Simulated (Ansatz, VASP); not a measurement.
## Os: VASP beside Ansatz

Contents of INCAR:

```
PREC = Accurate
ENCUT = 520
EDIFF = 1E-7
ISMEAR = 0
SIGMA = 0.15
LREAL = False
LASPH = True
NELM = 60
ALGO = Normal
ISIF = 2
LWAVE = False
LCHARG = True
GGA = PS
LELF = True
LVHAR = True
NBANDS = 15
```

KPOINTS

```
Automatic mesh
0
Gamma
  18 18 12
```

Contents of POSCAR:

```
Os
1.0
    2.8434639745      0.0000000000      0.0000000000
   -1.4217319873      2.4625120367      0.0000000000
    0.0000000000      0.0000000000      3.9741240000
Os
2
Direct
    0.3333333333      0.6666666667      0.2500000000
    0.6666666667      0.3333333333      0.7500000000
```

Input for Ansatz:

```yaml
crystal:
  lattice:
    - [2.8434639745, 0.0, 0.0]
    - [-1.4217319873, 2.4625120367, 0.0]
    - [0.0, 0.0, 3.974124]
  atoms:
    - { symbol: Os, position: [0.3333333333, 0.6666666667, 0.25] }
    - { symbol: Os, position: [0.6666666667, 0.3333333333, 0.75] }
basis:
  ecutwfc: 420
kpoints:
  mp_grid: { grid: [18, 18, 12] }
hamiltonian:
  xc: pbesol
scf:
  occupations: { method: gaussian, width: 0.15 }
output:
  forces: true
  stress: true
  eigenvalues: true
```

Change from the starting cell: strain +0.040 along x and y, -0.080 along z, atoms carried along.

Alike in both runs: task single point; functional PBEsol; k mesh 18 × 18 × 12; occupations gaussian, width 0.15 eV; no spin polarisation.

|  | VASP | Ansatz |
| --- | --- | --- |
| version | VASP 6.6.1 | Ansatz 0.2.0 |
| potentials or method | VASP PAW PBE potentials, release 64 (Os), cutoff 520 eV | scalar-relativistic, plane waves, PAW |
| valence electrons in the cell | 16 | 32 |

```tsv
	VASP	Ansatz	Ansatz less VASP
gap on the k mesh at the Fermi level (eV)	none	none	-
pressure (GPa)	9.3	8.7	-0.62
traceless stress, the component that is largest in VASP (GPa)	43.54	43.79	+0.250
```

VASP's potentials were made for PBE, not for PBEsol. A gap of «none» marks a metal or a gap that the smearing closes. VASP's potentials hold 16 valence electrons a cell and Ansatz's 32, so a difference there can come from the potentials and not from the codes.

Spin-orbit coupling is off throughout.
